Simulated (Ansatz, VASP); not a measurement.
# Two plane-wave programs on ZrB2

```
CELL_PARAMETERS angstrom
1.98928 1.14851 5.36239
-1.98928 1.14851 5.36239
0.00000 -2.29702 5.36239
ATOMIC_POSITIONS crystal
Zr 0.24522 0.24522 0.24522
Zr 0.75478 0.75478 0.75478
B 0.50000 0.50000 0.50000
B 0.00000 0.00000 0.00000
B 0.10063 0.10063 0.10063
B 0.89937 0.89937 0.89937
```

Alike in both runs: task single point; functional PBE; k mesh 6 × 6 × 6; occupations gaussian, width 0.1 eV; collinear spin.

|  | VASP | Ansatz |
| --- | --- | --- |
| version | VASP 6.6.1 | Ansatz 0.2.0 |
| potentials or method | VASP PAW PBE potentials, release 64 (Zr_sv, B), cutoff 520 eV | scalar-relativistic, plane waves, PAW |
| valence electrons in the cell | 36 | 36 |

Ansatz gave:

* gap on the k mesh at the Fermi level (eV): none
* pressure (GPa): 0.0
* traceless stress, the component that is largest in VASP (GPa): 0.06
* rms of the force components (eV/Å): 0.003
* net moment per atom (μB): 0.00

**Question.** Estimate VASP's values.

**Answer.** gap on the k mesh at the Fermi level (eV): none; pressure (GPa): 0.1; traceless stress, the component that is largest in VASP (GPa): 0.06; rms of the force components (eV/Å): 0.006; net moment per atom (μB): 0.00.

Atom by atom the forces differ by 0.003 eV/Å (rms over components). A gap of «none» marks a metal or a gap that the smearing closes. Ansatz's warnings: seeded moment not kept.
